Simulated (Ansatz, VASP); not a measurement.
**TaAlMo3 in VASP and in Ansatz**

```
Ta Al Mo
1.0
     3.45323    0.00000    0.00000
     0.00000    3.45323    0.00000
     0.00000    0.00000    7.50930
Ta Al Mo
1 1 3
Direct
  0.00000 0.00000 0.50000
  0.50000 0.50000 0.00000
  0.50000 0.50000 0.33096
  0.50000 0.50000 0.66904
  0.00000 0.00000 0.00000
```

Alike in both runs: task relaxation of cell and atoms; functional PBE; k mesh 12 × 12 × 6; occupations gaussian, width 0.1 eV; no spin polarisation.

|  | VASP | Ansatz |
| --- | --- | --- |
| version | VASP 6.6.1 | Ansatz 0.2.0 |
| potentials or method | VASP PAW PBE potentials, release 64 (Ta_pv, Al, Mo_sv), cutoff 600 eV | scalar-relativistic, plane waves, PAW |
| valence electrons in the cell | 56 | 58 |

```csv
,VASP,Ansatz,Ansatz less VASP
"gap on the k mesh at the Fermi level, each at its own relaxed structure (eV)",none,none,-
relaxed volume (Å³/atom),17.89,17.87,-0.016
relaxed length of the cell vector where the two differ most in proportion (Å),7.528,7.526,-0.0025
```

A gap of «none» marks a metal or a gap that the smearing closes. VASP's potentials hold 56 valence electrons a cell and Ansatz's 58, so a difference there can come from the potentials and not from the codes.

Spin-orbit coupling is off throughout.
